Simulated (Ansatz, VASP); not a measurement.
## Two plane-wave programs on TaN

The input INCAR:

```
SYSTEM = TaN
PREC = Accurate ; ENCUT = 520
EDIFF = 1E-7 ; ISMEAR = 0
SIGMA = 0.15 ; LREAL = .FALSE.
LASPH = .TRUE. ; NELM = 80
ALGO = Normal ; ISIF = 2
LWAVE = .FALSE. ; LCHARG = .FALSE.
GGA = PS ; NBANDS = 15
```

Contents of KPOINTS:

```
regular mesh
0
G
  18 18 16
  0 0 0
```

POSCAR

```
TaN
1.0
    2.8509000000      0.0000000000      0.0000000000
   -1.4254500000      2.4689518237      0.0000000000
    0.0000000000      0.0000000000      2.9425000000
Ta N
1 1
Direct
    0.3333333333      0.6666666667      0.5000000000
    0.0000000000      0.0000000000      0.0000000000
```

Input for Ansatz:

```yaml
crystal:
  lattice:
    - [2.8509, 0.0, 0.0]
    - [-1.42545, 2.4689518237, 0.0]
    - [0.0, 0.0, 2.9425]
  atoms:
    - { symbol: Ta, position: [0.3333333333, 0.6666666667, 0.5] }
    - { symbol: "N", position: [0.0, 0.0, 0.0] }
basis:
  ecutwfc: 520.0
kpoints:
  mp_grid: { grid: [18, 18, 16] }
hamiltonian:
  xc: pbesol
scf:
  occupations: { method: gaussian, width: 0.15 }
output:
  forces: true
  stress: true
  eigenvalues: true
```

Alike in both runs: task single point; functional PBEsol; k mesh 18 × 18 × 16; occupations gaussian, width 0.15 eV; no spin polarisation.

|  | VASP | Ansatz |
| --- | --- | --- |
| version | VASP 6.6.1 | Ansatz 0.2.0 |
| potentials or method | VASP PAW PBE potentials, release 64 (Ta_pv, N), cutoff 520 eV | scalar-relativistic, plane waves, PAW |
| valence electrons in the cell | 16 | 18 |

```tsv
	VASP	Ansatz	Ansatz less VASP
gap on the k mesh at the Fermi level (eV)	none	none	-
pressure (GPa)	10.0	9.0	-0.96
traceless stress, the component that is largest in VASP (GPa)	-21.75	-21.88	-0.130
```

VASP's potentials were made for PBE, not for PBEsol. A gap of «none» marks a metal or a gap that the smearing closes. VASP's potentials hold 16 valence electrons a cell and Ansatz's 18, so a difference there can come from the potentials and not from the codes.

Spin-orbit coupling is off throughout.
